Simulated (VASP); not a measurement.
# Ru (Fd-3m) in VASP: further runs

The runs below take Ru through single point, with LDA.

All numbers are computed with VASP 6.6.1; they aren't measurements. Logs are shortened: lines on timing, memory, paths and dates and some standing lists are left out, and cuts for length are marked.

## (1) The cell of the first run

It takes space group Fd-3m (No. 227, cubic). The conventional cell has a = 5.207 Å, b = 5.207 Å, c = 5.207 Å, α = 90.00°, β = 90.00°, γ = 90.00°. Ru (site symmetry -43m) has 4 Ru at 2.25 Å within 3.0 Å.

This isn't the form of Ru at room conditions, which is hcp.

## (2) Single point, LDA

Input file INCAR:

```
  PREC = Accurate
  ENCUT = 500
  EDIFF = 1E-6
  ISMEAR = -1
  SIGMA = 0.1
  LREAL = False
  LASPH = True
  NELM = 120
  ALGO = Normal
  ISIF = 2
  LWAVE = False
  LCHARG = False
  NBANDS = 21
  GGA_COMPAT = False
```

Input file KPOINTS:

```
Automatic mesh
0
Gamma
  7 7 7
```

Input file POSCAR:

```
Ru
1.0
    0.0000000000      2.6036157188      2.6036157188
    2.6036157188      0.0000000000      2.6036157188
    2.6036157188      2.6036157188      0.0000000000
Ru
2
Direct
    1.0000000000      1.0000000000      1.0000000000
    0.2500000000      0.2500000000      0.2500000000
```

Potentials or basis: VASP PAW LDA potentials, release 64 (Ru_pv).

Command:

```
cat potpaw_LDA.64/Ru_pv/POTCAR > POTCAR
mpirun -np 1 vasp_std > vasp.out
```

OUTCAR:

```text
PREC = Accurate
   ENCUT = 500
   EDIFF = 1E-6
   ISMEAR = -1
   LREAL = False
   LASPH = True
   NELM = 120
   ISIF = 2

 ion  position               nearest neighbor table
   1  0.000  0.000  0.000-   2 2.25   2 2.25   2 2.25   2 2.25
   2  0.250  0.250  0.250-   1 2.25   1 2.25   1 2.25   1 2.25

  LATTYP: Found a face centered cubic cell.
 ALAT       =     5.2072314376

  Lattice vectors:

 A1 = (   0.0000000000,   2.6036157188,   2.6036157188)
 A2 = (   2.6036157188,   0.0000000000,   2.6036157188)
 A3 = (   2.6036157188,   2.6036157188,   0.0000000000)

Analysis of symmetry for initial positions (statically):
=====================================================================
 Subroutine PRICEL returns:
 Original cell was already a primitive cell.

 Routine SETGRP: Setting up the symmetry group for a
 face centered cubic supercell.

 Subroutine GETGRP returns: Found 48 space group operations
 (whereof 24 operations were pure point group operations)
 out of a pool of 48 trial point group operations.

The static configuration has the point symmetry T_d .
 The point group associated with its full space group is O_h .

Analysis of symmetry for dynamics (positions and initial velocities):
=====================================================================
 Subroutine PRICEL returns:
 Original cell was already a primitive cell.

 Routine SETGRP: Setting up the symmetry group for a
 face centered cubic supercell.

 Subroutine GETGRP returns: Found 48 space group operations
 (whereof 24 operations were pure point group operations)
 out of a pool of 48 trial point group operations.

The dynamic configuration has the point symmetry T_d .
 The point group associated with its full space group is O_h .

 Subroutine INISYM returns: Found 48 space group operations
 (whereof 24 operations are pure point group operations),
 and found     1 'primitive' translations

----------------------------------------------------------------------------------------

                                     Primitive cell

  volume of cell :      35.2989

  direct lattice vectors                    reciprocal lattice vectors
     0.000000000  2.603615719  2.603615719    -0.192040629  0.192040629  0.192040629
     2.603615719  0.000000000  2.603615719     0.192040629 -0.192040629  0.192040629
     2.603615719  2.603615719  0.000000000     0.192040629  0.192040629 -0.192040629

  length of vectors
     3.682068661  3.682068661  3.682068661     0.332624126  0.332624126  0.332624126

  position of ions in fractional coordinates (direct lattice)
[... 71 lines left out ...]
   LASPH  =      T    aspherical Exc in radial PAW
   ENCUT  =  500.0 eV  36.75 Ry    6.06 a.u.   6.71  6.71  6.71*2*pi/ulx,y,z
   NELM   =    120;   NELMIN=  2; NELMDL= -5     # of ELM steps
   EDIFF  = 0.1E-05   stopping-criterion for ELM
   LREAL  =      F    real-space projection
   EDIFFG = 0.1E-04   stopping-criterion for IOM
   NSW    =      0    number of steps for IOM
   IBRION =     -1    ionic relax: 0-MD 1-quasi-New 2-CG
   NFREE  =      0    steps in history (QN), initial steepest desc. (CG)
   ISIF   =      2    stress and relaxation
   ISYM   =      2    0-nonsym 1-usesym 2-fastsym
   POTIM  = 0.5000    time-step for ionic-motion
   TEBEG  =    0.0;   TEEND  =   0.0 temperature during run
   PSTRESS=    0.0 pullay stress
   NELECT =      28.0000    total number of electrons
   NUPDOWN=      -1.0000    fix difference up-down
   EMIN   =  10.00;   EMAX   =-10.00  energy-range for DOS
   EFERMI =   0.00;   METHOD = LEGACY
   ISMEAR =    -1;   SIGMA  =   0.10  broadening in eV -4-tet -1-fermi 0-gaus
   EFERMI_NEDOS =   21; number of points for ismear=-14 and -15
   IALGO  =     38    algorithm
   IMIX   =      4    mixing-type and parameters
     AMIX     =   0.40;   BMIX     =  1.00
     AMIX_MAG =   1.60;   BMIX_MAG =  1.00
  volume/ion in A,a.u.               =      17.65       119.10
  Fermi-wavevector in a.u.,A,eV,Ry     =   1.515447  2.863779 31.246844  2.296578
  Thomas-Fermi vector in A             =   2.624969
   LORBIT       =      0    0 simple, 1 ext, 2 COOP (PROOUT), +10 PAW based schemes
   GGA     = CA    functional components
   LHFCALC =     F    Hartree Fock is set to
   AEXX    =    0.0000 exact exchange contribution
   IVDW    =     0    specifies the selected vdW correction
   LEPSILON=     F    determine dielectric tensor
   LRPA    =     F    only Hartree local field effects (RPA)
 non-spin polarized calculation
  energy-cutoff  :      500.00
  volume of cell :       35.30
 maximum number of plane-waves:       911
   NGX = 13   NGY = 13   NGZ = 13

 number of electron      27.9999998 magnetization

 Free energy of the ion-electron system (eV)
  ---------------------------------------------------
  ext. energy  EPLUGINS =         0.00000000
  ---------------------------------------------------
  free energy    TOTEN  =       -18.40544703 eV

  energy without entropy =      -18.34677696  energy(sigma->0) =      -18.37611200

 E-fermi :   8.6723     XC(G=0): -12.3995

 val. band max:        8.6019223484   @ k =   0.4286   0.2857   0.0000
 cond. band min:       8.6939478726   @ k =   0.4286   0.1429   0.0000
 fundamental gap:      0.0920255241
 Fermi energy:         8.6722760711

 k-point     1 :       0.0000    0.0000    0.0000
  band No.  band energies     occupation
      1     -34.6749      2.00000
      2     -34.6749      2.00000
      3     -34.6749      2.00000
      4     -33.3935      2.00000
      5     -33.3935      2.00000
      6     -33.3935      2.00000
[... 469 lines left out ...]
     20      15.0521      0.00000
     21      19.0725      0.00000

------------------------ aborting loop because EDIFF is reached ----------------------------------------

  FORCE on cell =-STRESS in cart. coord.  units (eV):
  Direction    XX          YY          ZZ          XY          YZ          ZX
  --------------------------------------------------------------------------------------
  -------------------------------------------------------------------------------------
  Total        4.7026848      4.7026848      4.7026848      0.0000000      0.0000000      0.0000000
  in kB      213.4498234    213.4498234    213.4498234      0.0000000      0.0000000      0.0000000
  external PRESSURE =     213.4498234 kB  Pullay stress =       0.0000000 kB

 VOLUME and BASIS-vectors are now :
 -----------------------------------------------------------------------------
  energy-cutoff  :      500.00
  volume of cell :       35.30
      direct lattice vectors                 reciprocal lattice vectors
     0.000000000  2.603615719  2.603615719    -0.192040629  0.192040629  0.192040629
     2.603615719  0.000000000  2.603615719     0.192040629 -0.192040629  0.192040629
     2.603615719  2.603615719  0.000000000     0.192040629  0.192040629 -0.192040629

 POSITION                                       TOTAL-FORCE (eV/Angst)
 -----------------------------------------------------------------------------------
      0.00000      0.00000      0.00000         0.000000     -0.000000      0.000000
      1.30181      1.30181      1.30181        -0.000000      0.000000     -0.000000
 -----------------------------------------------------------------------------------
    total drift:                                0.000000      0.000000      0.000000

  FREE ENERGIE OF THE ION-ELECTRON SYSTEM (eV)
  ---------------------------------------------------
  free  energy   TOTEN  =       -18.4054470296 eV

  energy  without entropy=      -18.3467769608  energy(sigma->0) =      -18.37611200
```

OSZICAR:

```text
N       E                     dE             d eps       ncg     rms          rms(c)
DAV:   1     0.293661439602E+03    0.29366E+03   -0.16747E+04   840   0.135E+03
DAV:   2    -0.131027974986E+02   -0.30676E+03   -0.29599E+03   880   0.425E+02
DAV:   3    -0.189418364313E+02   -0.58390E+01   -0.58042E+01   960   0.679E+01
DAV:   4    -0.189986549220E+02   -0.56818E-01   -0.56710E-01  1078   0.628E+00
DAV:   5    -0.189998016052E+02   -0.11467E-02   -0.11453E-02   972   0.703E-01    0.173E+01
DAV:   6    -0.184876720829E+02    0.51213E+00   -0.11495E+00   950   0.973E+00    0.708E+00
DAV:   7    -0.184175827829E+02    0.70089E-01   -0.10002E-01   965   0.248E+00    0.225E+00
DAV:   8    -0.184054523856E+02    0.12130E-01   -0.18581E-02   920   0.963E-01    0.592E-02
DAV:   9    -0.184054434486E+02    0.89370E-05   -0.68641E-04  1018   0.218E-01    0.403E-02
DAV:  10    -0.184054472522E+02   -0.38036E-05   -0.42017E-05   930   0.644E-02    0.437E-03
DAV:  11    -0.184054470296E+02    0.22267E-06   -0.19710E-06   859   0.110E-02
   1 F= -.18405447E+02 E0= -.18376112E+02  d E =-.586701E-01
```

It took 14 s on 1 thread of Intel Xeon 6975P-C (Granite Rapids), shared host; peak memory 0.14 GiB.

Results:

```
Free energy            : -18.4054 eV
Pressure               : 21.3 GPa
Band gap on the k mesh : zero (bands 14 and 15 overlap by 1.08 eV)
```

Caveat: the cell stands under pressure.

## (3) Single point, LDA

This run uses another cell than the first one, of 18.34 Å³/atom.

Input file INCAR:

```
SYSTEM = Ru
  ALGO = Normal
  EDIFF = 1E-6
  ENCUT = 500
  GGA_COMPAT = .False.
  ISIF = 2
  ISMEAR = -1
  LASPH = .True.
  LCHARG = .False.
  LREAL = .False.
  LWAVE = .False.
  NBANDS = 21
  NELM = 120
  PREC = Accurate
  SIGMA = 0.1
```

Input file KPOINTS:

```
k-points
0
Gamma
  7 7 7
  0 0 0
```

Input file POSCAR:

```
Ru
1.0
    0.0000000000      2.6373548648      2.6373548648
    2.6373548648      0.0000000000      2.6373548648
    2.6373548648      2.6373548648      0.0000000000
Ru
2
Direct
    1.0000000000      1.0000000000      1.0000000000
    0.2500000000      0.2500000000      0.2500000000
```

Potentials or basis: VASP PAW LDA potentials, release 64 (Ru_pv).

Command:

```
cat potpaw_LDA.64/Ru_pv/POTCAR > POTCAR
mpirun -np 1 vasp_std > vasp.out
```

It took 17 s on 1 thread of Intel Xeon 6975P-C (Granite Rapids), shared host; peak memory 0.13 GiB.

It converged, with:

- Free energy: -18.5458 eV
- Pressure: 11.1 GPa
- Band gap on the k mesh: zero (bands 14 and 15 overlap by 1.03 eV)

Levels at points of the mesh, in eV from the Fermi level:
```
           k point  band 10  band 11  band 12  band 13  band 14  band 15  band 16  band 17  band 18  band 19
(0.00, 0.00, 0.00)    -3.51    -3.51    -3.51    -0.51    -0.51    -0.51     2.23     2.23    10.41    10.41
```

Caveat: the cell stands under pressure.

## (4) Single point, LDA

This run uses another cell than the first one, of 19.22 Å³/atom.

Input file INCAR:

```
  PREC = Accurate
  ENCUT = 500
  EDIFF = 1E-6
  ISMEAR = -1
  SIGMA = 0.1
  LREAL = False
  LASPH = True
  NELM = 120
  ALGO = Normal
  ISIF = 2
  LWAVE = False
  LCHARG = False
  GGA = CA
  NBANDS = 21
  GGA_COMPAT = False
```

Input file KPOINTS:

```
Automatic mesh
0
Gamma
  7 7 7
```

Input file POSCAR:

```
Ru
1.0
    0.0000000000      2.6786214756      2.6786214756
    2.6786214756      0.0000000000      2.6786214756
    2.6786214756      2.6786214756      0.0000000000
Ru
2
Direct
    1.0000000000      1.0000000000      1.0000000000
    0.2500000000      0.2500000000      0.2500000000
```

Command:

```
cat potpaw_LDA.64/Ru_pv/POTCAR > POTCAR
mpirun -np 1 vasp_std > vasp.out
```

It took 13 s on 1 thread of Intel Xeon 6975P-C (Granite Rapids), shared host; peak memory 0.14 GiB.

Results (log left out):

- Free energy: -18.6097 eV
- Pressure: 0.8 GPa
- Band gap on the k mesh: zero (bands 14 and 15 overlap by 0.98 eV)

Levels at points of the mesh, in eV from the Fermi level:
| k point | band 12 | band 13 | band 14 | band 15 | band 16 | band 17 |
| --- | --- | --- | --- | --- | --- | --- |
| (0.00, 0.00, 0.00) | -3.35 | -0.50 | -0.50 | -0.50 | 2.06 | 2.06 |

## (5) Single point, LDA

This run uses another cell than the first one, of 18.75 Å³/atom.

Input file INCAR:

```
SYSTEM = Ru
PREC = Accurate
ENCUT = 500
EDIFF = 1E-6
ISMEAR = -1
SIGMA = 0.1
LREAL = .False.
LASPH = .True.
NELM = 120
ALGO = Normal
ISIF = 2
LWAVE = .False.
LCHARG = .True.
GGA = CA
LELF = .True.
LVHAR = .True.
NBANDS = 21
GGA_COMPAT = .False.
```

Input file KPOINTS:

```
Automatic mesh
0
Gamma
  7 7 7
  0 0 0
```

Input file POSCAR:

```
Ru
1.0
    0.0000000000      2.6568182058      2.6568182058
    2.6568182058      0.0000000000      2.6568182058
    2.6568182058      2.6568182058      0.0000000000
Ru
2
Direct
    1.0000000000      1.0000000000      1.0000000000
    0.2500000000      0.2500000000      0.2500000000
```

Potentials or basis: VASP PAW LDA potentials, release 64 (Ru_pv).

Command:

```
cat potpaw_LDA.64/Ru_pv/POTCAR > POTCAR
mpirun -np 1 vasp_std > vasp.out
```

OUTCAR:

```text
SYSTEM = Ru
   PREC = Accurate
   ENCUT = 500
   EDIFF = 1E-6
   ISMEAR = -1
   LREAL = .False.
   LASPH = .True.
   NELM = 120
   ISIF = 2
   GGA = CA

 ion  position               nearest neighbor table
   1  0.000  0.000  0.000-   2 2.30   2 2.30   2 2.30   2 2.30
   2  0.250  0.250  0.250-   1 2.30   1 2.30   1 2.30   1 2.30

  LATTYP: Found a face centered cubic cell.
 ALAT       =     5.3136364116

  Lattice vectors:

 A1 = (   0.0000000000,   2.6568182058,   2.6568182058)
 A2 = (   2.6568182058,   0.0000000000,   2.6568182058)
 A3 = (   2.6568182058,   2.6568182058,   0.0000000000)

Analysis of symmetry for initial positions (statically):
=====================================================================
 Subroutine PRICEL returns:
 Original cell was already a primitive cell.

 Routine SETGRP: Setting up the symmetry group for a
 face centered cubic supercell.

 Subroutine GETGRP returns: Found 48 space group operations
 (whereof 24 operations were pure point group operations)
 out of a pool of 48 trial point group operations.

[... 153 lines left out ...]
  ---------------------------------------------------
  free energy    TOTEN  =       -18.58961373 eV

  energy without entropy =      -18.52730740  energy(sigma->0) =      -18.55846057

 E-fermi :   7.8175     XC(G=0): -12.0657

 val. band max:        7.7550321167   @ k =   0.4286   0.2857   0.0000
 cond. band min:       7.8277803583   @ k =   0.2857   0.1429   0.0000
 fundamental gap:      0.0727482416
 Fermi energy:         7.8175490588

 k-point     1 :       0.0000    0.0000    0.0000
  band No.  band energies     occupation
      1     -35.3371      2.00000
      2     -35.3371      2.00000
      3     -35.3371      2.00000
      4     -34.2444      2.00000
      5     -34.2444      2.00000
      6     -34.2444      2.00000
[... 469 lines left out ...]
     20      13.9163      0.00000
     21      18.2372      0.00000

------------------------ aborting loop because EDIFF is reached ----------------------------------------

  FORCE on cell =-STRESS in cart. coord.  units (eV):
  Direction    XX          YY          ZZ          XY          YZ          ZX
  --------------------------------------------------------------------------------------
  -------------------------------------------------------------------------------------
  Total        1.3934499      1.3934499      1.3934499      0.0000000      0.0000000     -0.0000000
  in kB       59.5232208     59.5232208     59.5232208      0.0000000      0.0000000     -0.0000000
  external PRESSURE =      59.5232208 kB  Pullay stress =       0.0000000 kB

 VOLUME and BASIS-vectors are now :
 -----------------------------------------------------------------------------
  energy-cutoff  :      500.00
  volume of cell :       37.51
      direct lattice vectors                 reciprocal lattice vectors
     0.000000000  2.656818206  2.656818206    -0.188195037  0.188195037  0.188195037
     2.656818206  0.000000000  2.656818206     0.188195037 -0.188195037  0.188195037
     2.656818206  2.656818206  0.000000000     0.188195037  0.188195037 -0.188195037

 POSITION                                       TOTAL-FORCE (eV/Angst)
 -----------------------------------------------------------------------------------
      0.00000      0.00000      0.00000        -0.000000     -0.000000     -0.000000
      1.32841      1.32841      1.32841         0.000000      0.000000      0.000000
 -----------------------------------------------------------------------------------
    total drift:                                0.000000      0.000000      0.000000

  FREE ENERGIE OF THE ION-ELECTRON SYSTEM (eV)
  ---------------------------------------------------
  free  energy   TOTEN  =       -18.5896137342 eV

  energy  without entropy=      -18.5273073993  energy(sigma->0) =      -18.55846057
```

OSZICAR:

```text
N       E                     dE             d eps       ncg     rms          rms(c)
DAV:   1     0.287200636940E+03    0.28720E+03   -0.16655E+04   840   0.134E+03
DAV:   2    -0.133595309484E+02   -0.30056E+03   -0.29075E+03   885   0.421E+02
DAV:   3    -0.191805329141E+02   -0.58210E+01   -0.57677E+01   975   0.665E+01
DAV:   4    -0.192383686191E+02   -0.57836E-01   -0.57802E-01  1035   0.617E+00
DAV:   5    -0.192396059224E+02   -0.12373E-02   -0.12369E-02  1030   0.759E-01    0.148E+01
DAV:   6    -0.186637884483E+02    0.57582E+00   -0.14300E+00   940   0.108E+01    0.541E+00
DAV:   7    -0.186035721836E+02    0.60216E-01   -0.99398E-02   950   0.230E+00    0.196E+00
DAV:   8    -0.185896370335E+02    0.13935E-01   -0.19592E-02   895   0.958E-01    0.636E-02
DAV:   9    -0.185896036291E+02    0.33404E-04   -0.78316E-04  1011   0.228E-01    0.379E-02
DAV:  10    -0.185896140509E+02   -0.10422E-04   -0.29339E-05  1008   0.527E-02    0.628E-03
DAV:  11    -0.185896137342E+02    0.31665E-06   -0.29683E-06   912   0.135E-02
   1 F= -.18589614E+02 E0= -.18558461E+02  d E =-.623063E-01
```

Wall time 14 s (1 thread of Intel Xeon 6975P-C (Granite Rapids), shared host); peak memory 0.14 GiB.

What came out:

```yaml
Free_energy: -18.5896 eV
Pressure: 6.0 GPa
Band_gap_on_the_k_mesh: zero (bands 14 and 15 overlap by 1.01 eV)
```

Caveat: the cell stands under pressure.

## (6) The runs side by side

```csv
cell,gap on the mesh (eV),pressure (GPa)
"a = 3.682 Å, angles 60.0°, 2 atoms",none,21.3
"a = 3.730 Å, angles 60.0°, 2 atoms",none,11.1
"a = 3.788 Å, angles 60.0°, 2 atoms",none,0.8
"a = 3.757 Å, angles 60.0°, 2 atoms",none,6.0
```

Alike in all rows: task single point; level LDA; potentials or basis VASP PAW LDA potentials, release 64 (Ru_pv); no spin polarisation; k mesh 7 × 7 × 7; cutoff (eV) 500; smearing fermi-dirac 0.1 eV.

Caveats: the cell stands under pressure (at least some runs).

Total energies depend on the potentials used, so only differences within one code and one set of settings carry meaning.
